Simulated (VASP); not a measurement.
# NaH in VASP: notebook

NaH is run at these levels: LDA; tasks: single point, relaxation of cell and atoms, relaxation of the atoms.

All numbers are computed with VASP 6.6.1; they aren't measurements. Logs are shortened: lines on timing, memory, paths and dates and some standing lists are left out, and cuts for length are marked.

**1. The cell of the first run**

Symmetry: R3m, No. 160, trigonal system. The conventional cell has a = 3.317 Å, b = 3.317 Å, c = 8.125 Å, α = 90.00°, β = 90.00°, γ = 120.00°. Within 3.1 Å of Na (site symmetry 3m) lie 6 H at 2.34 to 2.36 Å. Within 3.1 Å of H (site symmetry 3m) lie 6 Na at 2.34 to 2.36 Å.

**2. Single point, LDA (-0.01, -0.01] A)**

INCAR reads:

```
SYSTEM = NaH
  PREC = Accurate
  ENCUT = 500
  EDIFF = 1E-6
  ISMEAR = 0
  SIGMA = 0.01
  LREAL = .False.
  LASPH = .True.
  NELM = 120
  ALGO = Normal
  ISIF = 2
  LWAVE = .False.
  LCHARG = .False.
  NBANDS = 11
  GGA_COMPAT = .False.
```

KPOINTS reads:

```
Automatic mesh
0
Gamma
  8 8 8
  0 0 0
```

POSCAR reads:

```
NaH
1.0
    0.0000000000      2.3455367674      2.3455367674
    2.3455367674      0.0000000000      2.3455367674
    2.3455367674      2.3455367674      0.0000000000
Na H
1 1
Direct
   -0.0021317082     -0.0021317082     -0.0021317082
    0.5000000000      0.5000000000      0.5000000000
```

Potentials or basis: VASP PAW LDA potentials, release 64 (Na_pv, H).

Command:

```console
$ cat potpaw_LDA.64/Na_pv/POTCAR potpaw_LDA.64/H/POTCAR > POTCAR
$ mpirun -np 1 vasp_std > vasp.out
```

OUTCAR:

```text
SYSTEM = NaH
   PREC = Accurate
   ENCUT = 500
   EDIFF = 1E-6
   ISMEAR = 0
   LREAL = .False.
   LASPH = .True.
   NELM = 120
   ISIF = 2

 ion  position               nearest neighbor table
   1  0.998  0.998  0.998-
   2  0.500  0.500  0.500-

  LATTYP: Found a face centered cubic cell.
 ALAT       =     4.6910735348

  Lattice vectors:

 A1 = (   0.0000000000,   2.3455367674,   2.3455367674)
 A2 = (   2.3455367674,   0.0000000000,   2.3455367674)
 A3 = (   2.3455367674,   2.3455367674,   0.0000000000)

Analysis of symmetry for initial positions (statically):
=====================================================================
 Subroutine PRICEL returns:
 Original cell was already a primitive cell.

 Routine SETGRP: Setting up the symmetry group for a
 face centered cubic supercell.

 Subroutine GETGRP returns: Found  6 space group operations
 (whereof  6 operations were pure point group operations)
 out of a pool of 48 trial point group operations.

The static configuration has the point symmetry C_3v.

Analysis of symmetry for dynamics (positions and initial velocities):
=====================================================================
 Subroutine PRICEL returns:
 Original cell was already a primitive cell.

 Routine SETGRP: Setting up the symmetry group for a
 face centered cubic supercell.

 Subroutine GETGRP returns: Found  6 space group operations
 (whereof  6 operations were pure point group operations)
 out of a pool of 48 trial point group operations.

The dynamic configuration has the point symmetry C_3v.

 Subroutine INISYM returns: Found  6 space group operations
 (whereof  6 operations are pure point group operations),
 and found     1 'primitive' translations

----------------------------------------------------------------------------------------

                                     Primitive cell

  volume of cell :      25.8081

  direct lattice vectors                    reciprocal lattice vectors
     0.000000000  2.345536767  2.345536767    -0.213170822  0.213170822  0.213170822
     2.345536767  0.000000000  2.345536767     0.213170822 -0.213170822  0.213170822
     2.345536767  2.345536767  0.000000000     0.213170822  0.213170822 -0.213170822

  length of vectors
     3.317089908  3.317089908  3.317089908     0.369222694  0.369222694  0.369222694

  position of ions in fractional coordinates (direct lattice)
     0.997868292  0.997868292  0.997868292
     0.500000000  0.500000000  0.500000000

  ion indices of the primitive-cell ions
   primitive index   ion index
                 1           1
                 2           2

----------------------------------------------------------------------------------------

 KPOINTS: Automatic mesh

Automatic generation of k-mesh.
 Grid dimensions read from file:
 generate k-points for:    8    8    8

 Generating k-lattice:

  Cartesian coordinates                     Fractional coordinates (reciprocal lattice)
    -0.026646353  0.026646353  0.026646353     0.125000000  0.000000000  0.000000000
     0.026646353 -0.026646353  0.026646353     0.000000000  0.125000000  0.000000000
     0.026646353  0.026646353 -0.026646353     0.000000000  0.000000000  0.125000000

  Length of vectors
     0.046152837  0.046152837  0.046152837

  Shift w.r.t. Gamma in fractional coordinates (k-lattice)
     0.000000000  0.000000000  0.000000000

 Subroutine IBZKPT returns following result:
 ===========================================

 Found     65 irreducible k-points:

 Following reciprocal coordinates:
            Coordinates               Weight
  0.000000  0.000000  0.000000      1.000000
  0.125000  0.000000  0.000000      6.000000
  0.125000  0.125000  0.125000      2.000000
  0.250000  0.000000  0.000000      6.000000
  0.250000  0.250000  0.250000      2.000000
  0.375000  0.000000  0.000000      6.000000
[... 16 lines left out ...]
 -0.250000  0.125000  0.000000     12.000000
  0.125000  0.125000  0.375000      6.000000
 [... further k-points ...]
   k-points           NKPTS =     65   k-points in BZ     NKDIM =     65   number of bands    NBANDS=     11
   number of dos      NEDOS =    301   number of ions     NIONS =      2
   total plane-waves  NPLWV =  13824
   dimension x,y,z NGX =    24 NGY =   24 NGZ =   24
   dimension x,y,z NGXF=    48 NGYF=   48 NGZF=   48
   ions per type =               1   1
   NGX,Y,Z   is equivalent  to a cutoff of  12.03, 12.03, 12.03 a.u.
   NGXF,Y,Z  is equivalent  to a cutoff of  24.06, 24.06, 24.06 a.u.
 SYSTEM =  NaH
   PREC   = accura    normal or accurate (medium, high low for compatibility)
   ISTART =      0    job   : 0-new  1-cont  2-samecut
   ICHARG =      2    charge: 1-file 2-atom 10-const
   ISPIN  =      1    spin polarized calculation?
   LNONCOLLINEAR =      F non collinear calculations
   LSORBIT =      F    spin-orbit coupling
   LASPH  =      T    aspherical Exc in radial PAW
   ENCUT  =  500.0 eV  36.75 Ry    6.06 a.u.   6.05  6.05  6.05*2*pi/ulx,y,z
   NELM   =    120;   NELMIN=  2; NELMDL= -5     # of ELM steps
   EDIFF  = 0.1E-05   stopping-criterion for ELM
   LREAL  =      F    real-space projection
   EDIFFG = 0.1E-04   stopping-criterion for IOM
   NSW    =      0    number of steps for IOM
   IBRION =     -1    ionic relax: 0-MD 1-quasi-New 2-CG
   NFREE  =      0    steps in history (QN), initial steepest desc. (CG)
   ISIF   =      2    stress and relaxation
   ISYM   =      2    0-nonsym 1-usesym 2-fastsym
   POTIM  = 0.5000    time-step for ionic-motion
   TEBEG  =    0.0;   TEEND  =   0.0 temperature during run
   PSTRESS=    0.0 pullay stress
   NELECT =       8.0000    total number of electrons
   NUPDOWN=      -1.0000    fix difference up-down
   EMIN   =  10.00;   EMAX   =-10.00  energy-range for DOS
   EFERMI =   0.00;   METHOD = LEGACY
   ISMEAR =     0;   SIGMA  =   0.01  broadening in eV -4-tet -1-fermi 0-gaus
   EFERMI_NEDOS =   21; number of points for ismear=-14 and -15
   IALGO  =     38    algorithm
   IMIX   =      4    mixing-type and parameters
     AMIX     =   0.40;   BMIX     =  1.00
     AMIX_MAG =   1.60;   BMIX_MAG =  1.00
  volume/ion in A,a.u.               =      12.90        87.08
  Fermi-wavevector in a.u.,A,eV,Ry     =   1.107948  2.093718 16.701805  1.227548
  Thomas-Fermi vector in A             =   2.244469
   LORBIT       =      0    0 simple, 1 ext, 2 COOP (PROOUT), +10 PAW based schemes
   GGA     = CA    functional components
   LHFCALC =     F    Hartree Fock is set to
   AEXX    =    0.0000 exact exchange contribution
   IVDW    =     0    specifies the selected vdW correction
   LEPSILON=     F    determine dielectric tensor
   LRPA    =     F    only Hartree local field effects (RPA)
 non-spin polarized calculation
 Gauss-broadening in eV      SIGMA  =   0.01
  energy-cutoff  :      500.00
  volume of cell :       25.81
 maximum number of plane-waves:       670
   NGX = 13   NGY = 13   NGZ = 13

 number of electron       8.0000002 magnetization

 Free energy of the ion-electron system (eV)
  ---------------------------------------------------
  ext. energy  EPLUGINS =         0.00000000
  ---------------------------------------------------
  free energy    TOTEN  =        -5.40800071 eV

  energy without entropy =       -5.40800071  energy(sigma->0) =       -5.40800071

 E-fermi :  -0.8756     XC(G=0):  -8.5555

 val. band max:       -0.9170937613   @ k =  -0.2500   0.5000   0.2500
 cond. band min:       2.6272666675   @ k =   0.5000   0.5000   0.5000
 fundamental gap:      3.5443604289
 Fermi energy:        -0.8756478961

 k-point     1 :       0.0000    0.0000    0.0000
  band No.  band energies     occupation
      1     -22.9475      2.00000
      2     -22.9475      2.00000
      3     -22.9475      2.00000
      4      -4.9693      2.00000
      5      10.2800      0.00000
      6      14.9219      0.00000
      7      14.9228      0.00000
      8      14.9228      0.00000
      9      16.1564      0.00000
     10      16.1564      0.00000
     11      16.1592      0.00000

 k-point     2 :       0.1250    0.0000    0.0000
  band No.  band energies     occupation
      1     -22.9673      2.00000
      2     -22.9498      2.00000
      3     -22.9497      2.00000
      4      -4.6746      2.00000
      5       9.2061      0.00000
      6      12.3448      0.00000
      7      14.1878      0.00000
      8      14.1883      0.00000
      9      17.0257      0.00000
     10      17.0288      0.00000
     11      17.2965      0.00000

 k-point     3 :       0.1250    0.1250    0.1250
  band No.  band energies     occupation
      1     -22.9673      2.00000
      2     -22.9497      2.00000
      3     -22.9497      2.00000
      4      -4.6746      2.00000
      5       9.2060      0.00000
      6      12.3452      0.00000
      7      14.1877      0.00000
      8      14.1877      0.00000
      9      17.0290      0.00000
     10      17.0290      0.00000
     11      17.2935      0.00000

 k-point     4 :       0.2500    0.0000    0.0000
  band No.  band energies     occupation
      1     -23.0145      2.00000
      2     -22.9553      2.00000
      3     -22.9552      2.00000
      4      -3.8349      2.00000
      5       6.5013      0.00000
      6      10.9878      0.00000
      7      13.3763      0.00000
      8      13.3771      0.00000
      9      16.9795      0.00000
     10      16.9796      0.00000
     11      18.5861      0.00000

 k-point     5 :       0.2500    0.2500    0.2500
  band No.  band energies     occupation
      1     -23.0145      2.00000
      2     -22.9552      2.00000
      3     -22.9552      2.00000
      4      -3.8349      2.00000
      5       6.5011      0.00000
      6      10.9886      0.00000
      7      13.3761      0.00000
      8      13.3761      0.00000
      9      16.9799      0.00000
     10      16.9799      0.00000
     11      18.5866      0.00000
[... 211 lines left out ...]
 k-point    21 :       0.1250    0.1250    0.5000
  band No.  band energies     occupation
      1     -23.0648      2.00000
      2     -22.9768      2.00000
      3     -22.9631      2.00000
      4      -2.0934      2.00000
      5       3.4894      0.00000
      6       8.4822      0.00000
      7      12.5220      0.00000
      8      13.2619      0.00000
      9      16.2657      0.00000
     10      16.7832      0.00000
     11      20.5917      0.00000

 k-point    22 :      -0.3750    0.5000   -0.3750
  band No.  band energies     occupation
      1     -23.0649      2.00000
      2     -22.9768      2.00000
      3     -22.9631      2.00000
      4      -2.0934      2.00000
      5       3.4891      0.00000
      6       8.4826      0.00000
      7      12.5219      0.00000
      8      13.2615      0.00000
      9      16.2656      0.00000
     10      16.7834      0.00000
     11      20.5917      0.00000

 k-point    23 :      -0.2500    0.1250    0.0000
  band No.  band energies     occupation
      1     -23.0310      2.00000
      2     -22.9721      2.00000
      3     -22.9562      2.00000
      4      -3.2370      2.00000
      5       5.6748      0.00000
      6       8.8247      0.00000
      7      13.4654      0.00000
      8      13.6171      0.00000
      9      16.5007      0.00000
     10      17.1701      0.00000
     11      19.3168      0.00000

 k-point    24 :       0.1250    0.1250    0.3750
  band No.  band energies     occupation
      1     -23.0310      2.00000
      2     -22.9722      2.00000
      3     -22.9562      2.00000
      4      -3.2370      2.00000
      5       5.6747      0.00000
      6       8.8245      0.00000
      7      13.4749      0.00000
      8      13.6079      0.00000
      9      16.5009      0.00000
     10      17.1698      0.00000
     11      19.3192      0.00000

 [... further k-points ...]

------------------------ aborting loop because EDIFF is reached ----------------------------------------

  FORCE on cell =-STRESS in cart. coord.  units (eV):
  Direction    XX          YY          ZZ          XY          YZ          ZX
  --------------------------------------------------------------------------------------
  -------------------------------------------------------------------------------------
  Total       -0.0191655     -0.0191655     -0.0191655     -0.0002913     -0.0002913     -0.0002913
  in kB       -1.1898012     -1.1898012     -1.1898012     -0.0180841     -0.0180841     -0.0180841
  external PRESSURE =      -1.1898012 kB  Pullay stress =       0.0000000 kB

 VOLUME and BASIS-vectors are now :
 -----------------------------------------------------------------------------
  energy-cutoff  :      500.00
  volume of cell :       25.81
      direct lattice vectors                 reciprocal lattice vectors
     0.000000000  2.345536767  2.345536767    -0.213170822  0.213170822  0.213170822
     2.345536767  0.000000000  2.345536767     0.213170822 -0.213170822  0.213170822
     2.345536767  2.345536767  0.000000000     0.213170822  0.213170822 -0.213170822

 POSITION                                       TOTAL-FORCE (eV/Angst)
 -----------------------------------------------------------------------------------
      4.68107      4.68107      4.68107         0.011332      0.011332      0.011332
      2.34554      2.34554      2.34554        -0.011332     -0.011332     -0.011332
 -----------------------------------------------------------------------------------
    total drift:                                0.000150      0.000150      0.000150

  FREE ENERGIE OF THE ION-ELECTRON SYSTEM (eV)
  ---------------------------------------------------
  free  energy   TOTEN  =        -5.4080007133 eV

  energy  without entropy=       -5.4080007133  energy(sigma->0) =       -5.40800071
```

Wall time 16 s (1 thread of Intel Xeon 8259CL, shared host); peak memory 0.13 GiB.

What came out:

| Quantity | Value |
| --- | --- |
| Free energy | -5.4080 eV |
| Pressure | -0.1 GPa |
| Largest force | 0.020 eV/Å |
| Band gap on the k mesh | 3.54 eV (least direct gap 4.50 eV) |

Forces in eV/Å, atoms in the order of the input:
```
Na   0.011  0.011  0.011
H   -0.011 -0.011 -0.011
```

Levels at points of the mesh, in eV from the valence-band top:
| k point | band 1 | band 2 | band 3 | band 4 | band 5 | band 6 | band 7 | band 8 | band 9 |
| --- | --- | --- | --- | --- | --- | --- | --- | --- | --- |
| (0.00, 0.00, 0.00) | -22.03 | -22.03 | -22.03 | -4.05 | 11.20 | 15.84 | 15.84 | 15.84 | 17.07 |
| (0.50, 0.00, 0.00) | -22.16 | -22.05 | -22.05 | -0.96 | 3.54 | 11.20 | 13.62 | 13.62 | 16.88 |
| (0.50, 0.50, 0.50) | -22.16 | -22.05 | -22.05 | -0.96 | 3.54 | 11.20 | 13.62 | 13.62 | 16.88 |
| (0.50, 0.50, 0.00) | -22.15 | -22.07 | -22.07 | -0.22 | 4.47 | 9.98 | 10.88 | 10.88 | 12.35 |

Caveat: the cell differs from its parent crystal (-0.01, -0.01] A). A k mesh can miss the band edges.

(Part 1 of 2 ends here.)
